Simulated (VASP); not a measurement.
Input of a VASP 6.6.1 run:

The input INCAR:

```
ALGO = Normal
EDIFF = 1E-7
ENCUT = 520
GGA = PE
ISIF = 2
ISMEAR = 0
IVDW = 12
LASPH = T
LCHARG = F
LREAL = F
LWAVE = F
NBANDS = 16
NELM = 100
PREC = Accurate
SIGMA = 0.02
```

The input KPOINTS:

```
k-points
0
Gamma
  12 12 4
```

POSCAR

```
BN
1.0
    2.4982400000      0.0000000000      0.0000000000
   -1.2491200000      2.1635393048      0.0000000000
    0.0000000000      0.0000000000      6.6357000000
B N
2 2
Direct
    0.3333333333      0.6666666667      0.2500000000
    0.6666666667      0.3333333333      0.7500000000
    0.3333333333      0.6666666667      0.7500000000
    0.6666666667      0.3333333333      0.2500000000
```

Potentials or basis: VASP PAW PBE potentials, release 64 (B, N).

Run with:

```bash
$ cat potpaw_PBE.64/B/POTCAR potpaw_PBE.64/N/POTCAR > POTCAR
$ mpirun -np 1 vasp_std > vasp.out
```

Predict the pressure.

2.4 GPa.

Predict the band gap on the k mesh.

4.29 eV, indirect (least direct gap 4.66 eV).

Estimate the dispersion energy per atom.

-0.142 eV.

Stress tensor (GPa, compression positive):
```
 3.75  0.00  0.00
 0.00  3.75  0.00
 0.00  0.00 -0.25
```

A k mesh can miss the band edges. A hybrid or GW would open this gap; PBE tends to underestimate it.
